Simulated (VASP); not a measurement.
# TaN (Fm-3m) in VASP: notebook

The runs below take TaN through single point, with r2SCAN+D4, r2SCAN, r2SCAN+D3(BJ), r2SCAN+rVV10, r2SCAN+U.

Program: VASP 6.6.1. These are calculated values, not measurements. Logs are shortened: lines on timing, memory, paths and dates and some standing lists are left out, and cuts for length are marked.

## Step 1: The cell of the first run

The structure is cubic, space group Fm-3m (No. 225). Conventional cell: a = 4.388 Å, b = 4.388 Å, c = 4.388 Å, α = 90.00°, β = 90.00°, γ = 90.00°. Within 2.9 Å of Ta (site symmetry m-3m) lie 6 N at 2.19 Å. Within 2.9 Å of N (site symmetry m-3m) lie 6 Ta at 2.19 Å.

## Step 2: Single point, r2SCAN+D4

POSCAR reads:

```
TaN
1.0
    0.0000000000      2.1941356057      2.1941356057
    2.1941356057      0.0000000000      2.1941356057
    2.1941356057      2.1941356057      0.0000000000
Ta N
1 1
Direct
    0.5000000000      0.5000000000      0.5000000000
    0.0000000000      0.0000000000      0.0000000000
```

INCAR.step1 reads:

```
SYSTEM = TaN
ALGO     = Normal         ! electronic algorithm
EDIFF    = 1E-5           ! SCF threshold, eV
ENCUT    = 770            ! plane-wave cutoff, eV
GGA      = PE             ! functional
GGA_COMPAT= .FALSE.      
ISMEAR   = -1             ! smearing method
LASPH    = .TRUE.         ! aspherical terms in the spheres
LCHARG   = .FALSE.        ! write CHGCAR
LREAL    = .FALSE.        ! projectors in reciprocal space
LWAVE    = .TRUE.         ! write WAVECAR
NBANDS   = 16             ! bands
NELM     = 120            ! most SCF steps
PREC     = Accurate       ! precision mode
SIGMA    = 0.05           ! smearing width, eV
```

INCAR.step2 reads:

```
SYSTEM = TaN
ALGO     = Normal         ! electronic algorithm
EDIFF    = 1E-6           ! SCF threshold, eV
ENCUT    = 770            ! plane-wave cutoff, eV
GGA_COMPAT= .FALSE.      
ISIF     = 2              ! what is computed and relaxed
ISMEAR   = -1             ! smearing method
ISTART   = 1            
IVDW     = 13             ! dispersion correction
LASPH    = .TRUE.         ! aspherical terms in the spheres
LCHARG   = .FALSE.        ! write CHGCAR
LMIXTAU  = .TRUE.       
LREAL    = .FALSE.        ! projectors in reciprocal space
LWAVE    = .FALSE.        ! write WAVECAR
METAGGA  = R2SCAN         ! meta-GGA
NBANDS   = 16             ! bands
NELM     = 120            ! most SCF steps
PREC     = Accurate       ! precision mode
SIGMA    = 0.05           ! smearing width, eV
VDW_A1   = 0.51559235   
VDW_A2   = 5.77342911   
VDW_S6   = 1.0          
VDW_S8   = 0.6018749
```

KPOINTS reads:

```
k-points
0
G
  10 10 10
  0 0 0
```

Potentials or basis: VASP PAW PBE potentials, release 64 (Ta_sv_GW, N).

Started as:

```
cat potpaw_PBE.64/Ta_sv_GW/POTCAR potpaw_PBE.64/N/POTCAR > POTCAR
cp INCAR.step1 INCAR
mpirun -np 1 vasp_std > vasp.out
cp INCAR.step2 INCAR
mpirun -np 1 vasp_std > vasp.out
```

OUTCAR:

```text
SYSTEM = TaN
   EDIFF = 1E-6
   ENCUT = 770
   ISIF = 2
   ISMEAR = -1
   ISTART = 1
   IVDW = 13
   LASPH = .TRUE.
   LREAL = .FALSE.
   METAGGA = R2SCAN
   NELM = 120
   PREC = Accurate

 ion  position               nearest neighbor table
   1  0.500  0.500  0.500-   2 2.19   2 2.19   2 2.19   2 2.19   2 2.19   2 2.19
   2  0.000  0.000  0.000-   1 2.19   1 2.19   1 2.19   1 2.19   1 2.19   1 2.19

  LATTYP: Found a face centered cubic cell.
 ALAT       =     4.3882712114

  Lattice vectors:

 A1 = (   0.0000000000,   2.1941356057,   2.1941356057)
 A2 = (   2.1941356057,   0.0000000000,   2.1941356057)
 A3 = (   2.1941356057,   2.1941356057,   0.0000000000)

Analysis of symmetry for initial positions (statically):
=====================================================================
 Subroutine PRICEL returns:
 Original cell was already a primitive cell.

 Routine SETGRP: Setting up the symmetry group for a
 face centered cubic supercell.

 Subroutine GETGRP returns: Found 48 space group operations
 (whereof 48 operations were pure point group operations)
 out of a pool of 48 trial point group operations.

The static configuration has the point symmetry O_h .

Analysis of symmetry for dynamics (positions and initial velocities):
=====================================================================
 Subroutine PRICEL returns:
 Original cell was already a primitive cell.

 Routine SETGRP: Setting up the symmetry group for a
 face centered cubic supercell.

 Subroutine GETGRP returns: Found 48 space group operations
 (whereof 48 operations were pure point group operations)
 out of a pool of 48 trial point group operations.

The dynamic configuration has the point symmetry O_h .

 Subroutine INISYM returns: Found 48 space group operations
 (whereof 48 operations are pure point group operations),
 and found     1 'primitive' translations

----------------------------------------------------------------------------------------

                                     Primitive cell

  volume of cell :      21.1262

  direct lattice vectors                    reciprocal lattice vectors
     0.000000000  2.194135606  2.194135606    -0.227880172  0.227880172  0.227880172
     2.194135606  0.000000000  2.194135606     0.227880172 -0.227880172  0.227880172
     2.194135606  2.194135606  0.000000000     0.227880172  0.227880172 -0.227880172

  length of vectors
     3.102976331  3.102976331  3.102976331     0.394700037  0.394700037  0.394700037

  position of ions in fractional coordinates (direct lattice)
     0.500000000  0.500000000  0.500000000
     0.000000000  0.000000000  0.000000000

  ion indices of the primitive-cell ions
   primitive index   ion index
                 1           1
                 2           2

----------------------------------------------------------------------------------------

 KPOINTS: k-points

Automatic generation of k-mesh.
 Grid dimensions read from file:
 generate k-points for:   10   10   10

 Generating k-lattice:

  Cartesian coordinates                     Fractional coordinates (reciprocal lattice)
    -0.022788017  0.022788017  0.022788017     0.100000000  0.000000000  0.000000000
     0.022788017 -0.022788017  0.022788017     0.000000000  0.100000000  0.000000000
     0.022788017  0.022788017 -0.022788017     0.000000000  0.000000000  0.100000000

  Length of vectors
     0.039470004  0.039470004  0.039470004

  Shift w.r.t. Gamma in fractional coordinates (k-lattice)
     0.000000000  0.000000000  0.000000000

 Subroutine IBZKPT returns following result:
 ===========================================

 Found     47 irreducible k-points:

 Following reciprocal coordinates:
            Coordinates               Weight
  0.000000  0.000000  0.000000      1.000000
  0.100000  0.000000  0.000000      8.000000
  0.200000  0.000000  0.000000      8.000000
  0.300000  0.000000  0.000000      8.000000
  0.400000  0.000000  0.000000      8.000000
  0.500000  0.000000  0.000000      4.000000
[... 16 lines left out ...]
  0.300000  0.300000  0.000000      6.000000
  0.400000  0.300000  0.000000     24.000000
 [... further k-points ...]
   k-points           NKPTS =     47   k-points in BZ     NKDIM =     47   number of bands    NBANDS=     16
   number of dos      NEDOS =    301   number of ions     NIONS =      2
   total plane-waves  NPLWV =  21952
   dimension x,y,z NGX =    28 NGY =   28 NGZ =   28
   dimension x,y,z NGXF=    56 NGYF=   56 NGZF=   56
   ions per type =               1   1
   NGX,Y,Z   is equivalent  to a cutoff of  15.00, 15.00, 15.00 a.u.
   NGXF,Y,Z  is equivalent  to a cutoff of  30.00, 30.00, 30.00 a.u.
 SYSTEM =  TaN
   PREC   = accura    normal or accurate (medium, high low for compatibility)
   ISTART =      1    job   : 0-new  1-cont  2-samecut
   ICHARG =      0    charge: 1-file 2-atom 10-const
   ISPIN  =      1    spin polarized calculation?
   LNONCOLLINEAR =      F non collinear calculations
   LSORBIT =      F    spin-orbit coupling
   LASPH  =      T    aspherical Exc in radial PAW
   ENCUT  =  770.0 eV  56.59 Ry    7.52 a.u.   7.02  7.02  7.02*2*pi/ulx,y,z
   NELM   =    120;   NELMIN=  2; NELMDL=  0     # of ELM steps
   EDIFF  = 0.1E-05   stopping-criterion for ELM
   LREAL  =      F    real-space projection
   EDIFFG = 0.1E-04   stopping-criterion for IOM
   NSW    =      0    number of steps for IOM
   IBRION =     -1    ionic relax: 0-MD 1-quasi-New 2-CG
   NFREE  =      0    steps in history (QN), initial steepest desc. (CG)
   ISIF   =      2    stress and relaxation
   ISYM   =      2    0-nonsym 1-usesym 2-fastsym
   POTIM  = 0.5000    time-step for ionic-motion
   TEBEG  =    0.0;   TEEND  =   0.0 temperature during run
   PSTRESS=    0.0 pullay stress
   NELECT =      18.0000    total number of electrons
   NUPDOWN=      -1.0000    fix difference up-down
   EMIN   =  10.00;   EMAX   =-10.00  energy-range for DOS
   EFERMI =   0.00;   METHOD = LEGACY
   ISMEAR =    -1;   SIGMA  =   0.05  broadening in eV -4-tet -1-fermi 0-gaus
   EFERMI_NEDOS =   21; number of points for ismear=-14 and -15
   IALGO  =     38    algorithm
   IMIX   =      4    mixing-type and parameters
     AMIX     =   0.40;   BMIX     =  1.00
     AMIX_MAG =   1.60;   BMIX_MAG =  1.00
  volume/ion in A,a.u.               =      10.56        71.28
  Fermi-wavevector in a.u.,A,eV,Ry     =   1.552002  2.932858 32.772481  2.408709
  Thomas-Fermi vector in A             =   2.656440
   LORBIT       =      0    0 simple, 1 ext, 2 COOP (PROOUT), +10 PAW based schemes
   METAGGA = R2SCAN    functional components
   LHFCALC =     F    Hartree Fock is set to
   AEXX    =    0.0000 exact exchange contribution
   IVDW    =    13    specifies the selected vdW correction
   LEPSILON=     F    determine dielectric tensor
   LRPA    =     F    only Hartree local field effects (RPA)
 non-spin polarized calculation
  energy-cutoff  :      770.00
  volume of cell :       21.13
 maximum number of plane-waves:      1034
   NGX = 13   NGY = 13   NGZ = 13

 number of electron      18.0000000 magnetization

 Free energy of the ion-electron system (eV)
  ---------------------------------------------------
  ext. energy  EPLUGINS =         0.00000000
  ---------------------------------------------------
  free energy    TOTEN  =       -62.21941402 eV

  energy without entropy =      -62.21400169  energy(sigma->0) =      -62.21670785

 E-fermi :  13.9937     XC(G=0): -14.8082

 val. band max:       13.8753627484   @ k =  -0.2000   0.2000   0.0000
 cond. band min:      14.0298882618   @ k =  -0.3000   0.3000   0.1000
 fundamental gap:      0.1545255134
 Fermi energy:        13.9936887485

 k-point     1 :       0.0000    0.0000    0.0000
  band No.  band energies     occupation
      1     -57.6951      2.00000
      2     -23.1688      2.00000
      3     -23.1688      2.00000
      4     -23.1688      2.00000
      5      -6.0726      2.00000
      6       9.8097      2.00000
[... 8 lines left out ...]
     15      23.6414      0.00000
     16      38.7269      0.00000

 k-point     2 :       0.1000    0.0000    0.0000
  band No.  band energies     occupation
      1     -57.6893      2.00000
      2     -23.2611      2.00000
      3     -23.1769      2.00000
      4     -23.1769      2.00000
      5      -5.8289      2.00000
      6       8.6986      2.00000
[... 8 lines left out ...]
     15      24.3833      0.00000
     16      36.0322      0.00000

 k-point     3 :       0.2000    0.0000    0.0000
  band No.  band energies     occupation
      1     -57.6741      2.00000
      2     -23.4957      2.00000
      3     -23.1979      2.00000
      4     -23.1979      2.00000
      5      -5.1655      2.00000
      6       6.8082      2.00000
[... 8 lines left out ...]
     15      26.0927      0.00000
     16      32.8253      0.00000

 k-point     4 :       0.3000    0.0000    0.0000
  band No.  band energies     occupation
      1     -57.6552      2.00000
      2     -23.7728      2.00000
      3     -23.2237      2.00000
      4     -23.2237      2.00000
      5      -4.2652      2.00000
      6       5.0075      2.00000
[... 8 lines left out ...]
     15      26.7077      0.00000
     16      30.5977      0.00000
[... 324 lines left out ...]
 k-point    22 :      -0.2000    0.2000    0.0000
  band No.  band energies     occupation
      1     -57.6487      2.00000
      2     -23.7221      2.00000
      3     -23.3951      2.00000
      4     -23.2138      2.00000
      5      -4.1991      2.00000
      6       4.9136      2.00000
[... 8 lines left out ...]
     15      27.2788      0.00000
     16      27.6347      0.00000

 k-point    23 :       0.3000    0.3000    0.0000
  band No.  band energies     occupation
      1     -57.6422      2.00000
      2     -23.6977      2.00000
      3     -23.3623      2.00000
      4     -23.3623      2.00000
      5      -4.6535      2.00000
      6       5.3416      2.00000
[... 8 lines left out ...]
     15      27.7616      0.00000
     16      30.2402      0.00000

 k-point    24 :       0.4000    0.3000    0.0000
  band No.  band energies     occupation
      1     -57.6301      2.00000
      2     -23.8031      2.00000
      3     -23.4199      2.00000
      4     -23.3929      2.00000
      5      -4.5211      2.00000
      6       5.5620      2.00000
[... 8 lines left out ...]
     15      25.3665      0.00000
     16      29.9183      0.00000

 [... further k-points ...]

------------------------ aborting loop because EDIFF is reached ----------------------------------------

  DFT-D4 for vdW energy calculation

  Edisp (eV):   -0.23087

  FORCE on cell =-STRESS in cart. coord.  units (eV):
  Direction    XX          YY          ZZ          XY          YZ          ZX
  --------------------------------------------------------------------------------------
  -------------------------------------------------------------------------------------
  Total       0.00340     0.00340     0.00340     0.00000     0.00000     0.00000
  in kB       0.25793     0.25793     0.25793     0.00000     0.00000     0.00000
  external pressure =        0.26 kB  Pullay stress =        0.00 kB

 VOLUME and BASIS-vectors are now :
 -----------------------------------------------------------------------------
  energy-cutoff  :      770.00
  volume of cell :       21.13
      direct lattice vectors                 reciprocal lattice vectors
     0.000000000  2.194135606  2.194135606    -0.227880172  0.227880172  0.227880172
     2.194135606  0.000000000  2.194135606     0.227880172 -0.227880172  0.227880172
     2.194135606  2.194135606  0.000000000     0.227880172  0.227880172 -0.227880172

 POSITION                                       TOTAL-FORCE (eV/Angst)
 -----------------------------------------------------------------------------------
      2.19414      2.19414      2.19414         0.000000     -0.000000     -0.000000
      0.00000      0.00000      0.00000        -0.000000      0.000000      0.000000
 -----------------------------------------------------------------------------------
    total drift:                                0.000000      0.000000      0.000000

  FREE ENERGIE OF THE ION-ELECTRON SYSTEM (eV)
  ---------------------------------------------------
  free  energy   TOTEN  =       -62.4502825969 eV

  energy  without entropy=      -62.4448702678  energy(sigma->0) =      -62.44757643
```

Run time: 56 s. Hardware: 1 thread of Intel Xeon Platinum 8559C (Emerald Rapids), shared host; peak memory 0.2 GiB.

What came out:

```yaml
Free_energy: -62.4503 eV
Pressure: 0.0 GPa
Band_gap_on_the_k_mesh: zero (bands 9 and 10 overlap by 4.12 eV)
Dispersion_energy_per_atom: -0.115 eV
```

Caveat: the PAW data sets were made with another functional, which shifts forces and pressure a little; spin-orbit coupling is left out, which moves the levels of the heavy elements.

[end of part 1 of 3]

The gap in the log of VASP goes by the Fermi energy; the results here count the filled bands.